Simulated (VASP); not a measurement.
# Cu (Fm-3m) in VASP: a series of runs

Aim: see how the results for Cu move with the level of theory and the settings. Levels: PBE, LDA. Tasks: single point.

Everything below comes from runs of VASP 6.6.1. Logs are shortened: lines on timing, memory, paths and dates and some standing lists are left out, and cuts for length are marked.

### 1 The cell of the first run

It takes space group Fm-3m (No. 225, cubic). Conventional cell: a = 3.577 Å, b = 3.577 Å, c = 3.577 Å, α = 90.00°, β = 90.00°, γ = 90.00°. Within 3.3 Å of Cu (site symmetry m-3m) lie 12 Cu at 2.53 Å.

### 2 Single point, PBE

The input, INCAR:

```
PREC = Accurate
ENCUT = 520
EDIFF = 1E-6
ISMEAR = -1
SIGMA = 0.1
LREAL = F
LASPH = T
NELM = 80
ALGO = Normal
ISIF = 2
LWAVE = F
LCHARG = F
GGA = PE
NBANDS = 12
```

The input, KPOINTS:

```
regular mesh
0
Gamma
  11 11 11
```

The input, POSCAR:

```
Cu
1.0
    0.0000000000      1.7887150000      1.7887150000
    1.7887150000      0.0000000000      1.7887150000
    1.7887150000      1.7887150000      0.0000000000
Cu
1
Direct
    0.0000000000      0.0000000000      0.0000000000
```

Potentials or basis: VASP PAW PBE potentials, release 64 (Cu).

Command:

```bash
$ cat potpaw_PBE.64/Cu/POTCAR > POTCAR
$ mpirun -np 1 vasp_std > vasp.out
```

OUTCAR:

```text
PREC = Accurate
   ENCUT = 520
   EDIFF = 1E-6
   ISMEAR = -1
   LREAL = F
   LASPH = T
   NELM = 80
   ISIF = 2
   GGA = PE

 ion  position               nearest neighbor table
   1  0.000  0.000  0.000-

  LATTYP: Found a face centered cubic cell.
 ALAT       =     3.5774300000

  Lattice vectors:

 A1 = (   0.0000000000,   1.7887150000,   1.7887150000)
 A2 = (   1.7887150000,   0.0000000000,   1.7887150000)
 A3 = (   1.7887150000,   1.7887150000,   0.0000000000)

Analysis of symmetry for initial positions (statically):
=====================================================================
 Subroutine PRICEL returns:
 Original cell was already a primitive cell.

 Routine SETGRP: Setting up the symmetry group for a
 face centered cubic supercell.

 Subroutine GETGRP returns: Found 48 space group operations
 (whereof 48 operations were pure point group operations)
 out of a pool of 48 trial point group operations.

The static configuration has the point symmetry O_h .

Analysis of symmetry for dynamics (positions and initial velocities):
=====================================================================
 Subroutine PRICEL returns:
 Original cell was already a primitive cell.

 Routine SETGRP: Setting up the symmetry group for a
 face centered cubic supercell.

 Subroutine GETGRP returns: Found 48 space group operations
 (whereof 48 operations were pure point group operations)
 out of a pool of 48 trial point group operations.

The dynamic configuration has the point symmetry O_h .

 Subroutine INISYM returns: Found 48 space group operations
 (whereof 48 operations are pure point group operations),
 and found     1 'primitive' translations

----------------------------------------------------------------------------------------

                                     Primitive cell

  volume of cell :      11.4460

  direct lattice vectors                    reciprocal lattice vectors
     0.000000000  1.788715000  1.788715000    -0.279530277  0.279530277  0.279530277
     1.788715000  0.000000000  1.788715000     0.279530277 -0.279530277  0.279530277
     1.788715000  1.788715000  0.000000000     0.279530277  0.279530277 -0.279530277

  length of vectors
     2.529625012  2.529625012  2.529625012     0.484160643  0.484160643  0.484160643

  position of ions in fractional coordinates (direct lattice)
     0.000000000  0.000000000  0.000000000

  ion indices of the primitive-cell ions
   primitive index   ion index
                 1           1

----------------------------------------------------------------------------------------

 KPOINTS: regular mesh

Automatic generation of k-mesh.
 Grid dimensions read from file:
 generate k-points for:   11   11   11

 Generating k-lattice:

  Cartesian coordinates                     Fractional coordinates (reciprocal lattice)
    -0.025411843  0.025411843  0.025411843     0.090909091  0.000000000  0.000000000
     0.025411843 -0.025411843  0.025411843     0.000000000  0.090909091  0.000000000
     0.025411843  0.025411843 -0.025411843     0.000000000  0.000000000  0.090909091

  Length of vectors
     0.044014604  0.044014604  0.044014604

  Shift w.r.t. Gamma in fractional coordinates (k-lattice)
     0.000000000  0.000000000  0.000000000

 Subroutine IBZKPT returns following result:
 ===========================================

 Found     56 irreducible k-points:

 Following reciprocal coordinates:
            Coordinates               Weight
  0.000000  0.000000  0.000000      1.000000
  0.090909  0.000000  0.000000      8.000000
  0.181818  0.000000  0.000000      8.000000
  0.272727  0.000000  0.000000      8.000000
  0.363636  0.000000  0.000000      8.000000
  0.454545  0.000000  0.000000      8.000000
[... 16 lines left out ...]
 -0.272727  0.181818  0.000000     24.000000
 -0.181818  0.181818  0.000000     12.000000
 [... further k-points ...]
   k-points           NKPTS =     56   k-points in BZ     NKDIM =     56   number of bands    NBANDS=     12
   number of dos      NEDOS =    301   number of ions     NIONS =      1
   total plane-waves  NPLWV =   8000
   dimension x,y,z NGX =    20 NGY =   20 NGZ =   20
   dimension x,y,z NGXF=    40 NGYF=   40 NGZF=   40
   ions per type =               1
   NGX,Y,Z   is equivalent  to a cutoff of  13.14, 13.14, 13.14 a.u.
   NGXF,Y,Z  is equivalent  to a cutoff of  26.29, 26.29, 26.29 a.u.
 SYSTEM =  unknown system
   PREC   = accura    normal or accurate (medium, high low for compatibility)
   ISTART =      0    job   : 0-new  1-cont  2-samecut
   ICHARG =      2    charge: 1-file 2-atom 10-const
   ISPIN  =      1    spin polarized calculation?
   LNONCOLLINEAR =      F non collinear calculations
   LSORBIT =      F    spin-orbit coupling
   LASPH  =      T    aspherical Exc in radial PAW
   ENCUT  =  520.0 eV  38.22 Ry    6.18 a.u.   4.70  4.70  4.70*2*pi/ulx,y,z
   NELM   =     80;   NELMIN=  2; NELMDL= -5     # of ELM steps
   EDIFF  = 0.1E-05   stopping-criterion for ELM
   LREAL  =      F    real-space projection
   EDIFFG = 0.1E-04   stopping-criterion for IOM
   NSW    =      0    number of steps for IOM
   IBRION =     -1    ionic relax: 0-MD 1-quasi-New 2-CG
   NFREE  =      0    steps in history (QN), initial steepest desc. (CG)
   ISIF   =      2    stress and relaxation
   ISYM   =      2    0-nonsym 1-usesym 2-fastsym
   POTIM  = 0.5000    time-step for ionic-motion
   TEBEG  =    0.0;   TEEND  =   0.0 temperature during run
   PSTRESS=    0.0 pullay stress
   NELECT =      11.0000    total number of electrons
   NUPDOWN=      -1.0000    fix difference up-down
   EMIN   =  10.00;   EMAX   =-10.00  energy-range for DOS
   EFERMI =   0.00;   METHOD = LEGACY
   ISMEAR =    -1;   SIGMA  =   0.10  broadening in eV -4-tet -1-fermi 0-gaus
   EFERMI_NEDOS =   21; number of points for ismear=-14 and -15
   IALGO  =     38    algorithm
   IMIX   =      4    mixing-type and parameters
     AMIX     =   0.40;   BMIX     =  1.00
     AMIX_MAG =   1.60;   BMIX_MAG =  1.00
  volume/ion in A,a.u.               =      11.45        77.24
  Fermi-wavevector in a.u.,A,eV,Ry     =   1.615553  3.052953 35.511368  2.610012
  Thomas-Fermi vector in A             =   2.710282
   LORBIT       =      0    0 simple, 1 ext, 2 COOP (PROOUT), +10 PAW based schemes
   GGA     = PE    functional components
   LHFCALC =     F    Hartree Fock is set to
   AEXX    =    0.0000 exact exchange contribution
   IVDW    =     0    specifies the selected vdW correction
   LEPSILON=     F    determine dielectric tensor
   LRPA    =     F    only Hartree local field effects (RPA)
 non-spin polarized calculation
  energy-cutoff  :      520.00
  volume of cell :       11.45
 maximum number of plane-waves:       331
   NGX =  9   NGY =  9   NGZ =  9

 number of electron      11.0000012 magnetization

 Free energy of the ion-electron system (eV)
  ---------------------------------------------------
  ext. energy  EPLUGINS =         0.00000000
  ---------------------------------------------------
  free energy    TOTEN  =        -3.72440069 eV

  energy without entropy =       -3.71714539  energy(sigma->0) =       -3.72077304

 E-fermi :   8.0745     XC(G=0): -12.9096

 val. band max:        7.9415836813   @ k =   0.4545   0.2727   0.0000
 cond. band min:       8.1706455388   @ k =   0.4545   0.3636   0.0000
 fundamental gap:      0.2290618575
 Fermi energy:         8.0744842718

 k-point     1 :       0.0000    0.0000    0.0000
  band No.  band energies     occupation
      1      -1.6125      2.00000
      2       4.8489      2.00000
      3       4.8489      2.00000
      4       4.8489      2.00000
      5       5.7115      2.00000
      6       5.7115      2.00000
      7      30.8250      0.00000
      8      33.7144      0.00000
      9      33.7144      0.00000
     10      33.7144      0.00000
     11      36.2342      0.00000
     12      36.2342      0.00000

 k-point     2 :       0.0909    0.0000    0.0000
  band No.  band energies     occupation
      1      -1.3058      2.00000
      2       4.7839      2.00000
      3       4.9056      2.00000
      4       4.9056      2.00000
      5       5.6905      2.00000
      6       5.6905      2.00000
      7      28.8445      0.00000
      8      31.7385      0.00000
      9      32.9227      0.00000
     10      32.9227      0.00000
     11      37.4313      0.00000
     12      37.4313      0.00000

 k-point     3 :       0.1818    0.0000    0.0000
  band No.  band energies     occupation
      1      -0.4174      2.00000
      2       4.6407      2.00000
      3       5.0063      2.00000
      4       5.0063      2.00000
      5       5.6925      2.00000
      6       5.6925      2.00000
      7      24.1567      0.00000
      8      31.2313      0.00000
      9      31.8752      0.00000
     10      31.8752      0.00000
     11      38.0406      0.00000
     12      38.4664      0.00000
[... 286 lines left out ...]
 k-point    23 :      -0.2727    0.1818    0.0000
  band No.  band energies     occupation
      1       2.6130      2.00000
      2       4.3895      2.00000
      3       4.6944      2.00000
      4       5.2394      2.00000
      5       5.7114      2.00000
      6       7.0884      1.99990
      7      17.6275      0.00000
      8      21.7196      0.00000
      9      30.2235      0.00000
     10      30.6898      0.00000
     11      37.3702      0.00000
     12      37.7266      0.00000

 k-point    24 :      -0.1818    0.1818    0.0000
  band No.  band energies     occupation
      1       1.3676      2.00000
      2       4.3639      2.00000
      3       4.9075      2.00000
      4       5.3640      2.00000
      5       5.3747      2.00000
      6       6.3773      2.00000
      7      21.5986      0.00000
      8      22.3735      0.00000
      9      32.4535      0.00000
     10      32.8416      0.00000
     11      35.6351      0.00000
     12      37.9682      0.00000

 [... further k-points ...]
[... 5 lines left out ...]
  --------------------------------------------------------------------------------------
  -------------------------------------------------------------------------------------
  Total        0.5112943      0.5112943      0.5112943      0.0000000     -0.0000000      0.0000000
  in kB       71.5695110     71.5695110     71.5695110      0.0000000     -0.0000000      0.0000000
  external PRESSURE =      71.5695110 kB  Pullay stress =       0.0000000 kB

 VOLUME and BASIS-vectors are now :
 -----------------------------------------------------------------------------
  energy-cutoff  :      520.00
  volume of cell :       11.45
      direct lattice vectors                 reciprocal lattice vectors
     0.000000000  1.788715000  1.788715000    -0.279530277  0.279530277  0.279530277
     1.788715000  0.000000000  1.788715000     0.279530277 -0.279530277  0.279530277
     1.788715000  1.788715000  0.000000000     0.279530277  0.279530277 -0.279530277

 POSITION                                       TOTAL-FORCE (eV/Angst)
 -----------------------------------------------------------------------------------
      0.00000      0.00000      0.00000        -0.000000      0.000000      0.000000
 -----------------------------------------------------------------------------------
    total drift:                                0.000000      0.000000      0.000000

  FREE ENERGIE OF THE ION-ELECTRON SYSTEM (eV)
  ---------------------------------------------------
  free  energy   TOTEN  =        -3.7244006861 eV

  energy  without entropy=       -3.7171453900  energy(sigma->0) =       -3.72077304
```

Wall time 3.6 s (1 thread of Intel Xeon 6975P-C (Granite Rapids), shared host); peak memory 0.12 GiB.

Results:

```
Free energy : -3.7244 eV
Pressure    : 7.2 GPa
```

Levels at points of the mesh, in eV from the Fermi level:
```
           k point  band 4  band 5  band 6  band 7  band 8  band 9
(0.00, 0.00, 0.00)   -3.23   -2.36   -2.36   22.75   25.64   25.64
```

[end of part 1 of 2]
